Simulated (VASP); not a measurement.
Wanted: the native input for a VASP 6.6.1 run.

* Task: single point
* Functional: PBEsol
* Potentials or basis: VASP PAW PBE potentials, release 64 (W_sv, C)
* Cutoff: 520 eV
* k mesh: 24 × 24 × 22
* Occupations: gaussian, width 0.15 eV
* Spin: no spin polarisation
* Dipole correction: no
* Further INCAR settings: ALGO = Fast; EDIFF = 1e-07; NBANDS = 16

The structure of WC lies in POSCAR:

```
WC
1.0
    2.8984136670      0.0000000000      0.0000000000
   -1.4492068335      2.5100998663      0.0000000000
    0.0000000000      0.0000000000      2.8276119036
W C
1 1
Direct
   -0.0006507110     -0.0013014220      0.0000000000
    0.6766264298      0.3532528595      0.5000000000
```

This cell differs from its parent crystal: atoms displaced along a vibrational mode.

These files were run (other wordings do the same):

INCAR

```
SYSTEM = WC
  PREC = Accurate
  ENCUT = 520
  EDIFF = 1E-7
  ISMEAR = 0
  SIGMA = 0.15
  LREAL = .FALSE.
  LASPH = .TRUE.
  NELM = 60
  ALGO = Fast
  ISIF = 2
  LWAVE = .FALSE.
  LCHARG = .FALSE.
  GGA = PS
  NBANDS = 16
```

KPOINTS

```
regular mesh
0
G
  24 24 22
  0 0 0
```

Potentials or basis: VASP PAW PBE potentials, release 64 (W_sv, C).

The run is started by

```sh
$ cat potpaw_PBE.64/W_sv/POTCAR potpaw_PBE.64/C/POTCAR > POTCAR
$ mpirun -np 1 vasp_std > vasp.out
```

Results of the run:

| Item | Value |
| --- | --- |
| Pressure | 1.8 GPa |
| Largest force | 0.889 eV/Å |
| Band gap on the k mesh | zero (bands 9 and 10 overlap by 1.29 eV) |

Caveat: the cell differs from its parent crystal (atoms displaced along a vibrational mode); the PAW data sets were made with another functional, which shifts forces and pressure a little; spin-orbit coupling is left out, which moves the levels of the heavy elements.

Run time: 15 min on 1 thread of Oxide Virtual Turin-like Processor, on a shared host, peak memory 0.64 GiB.
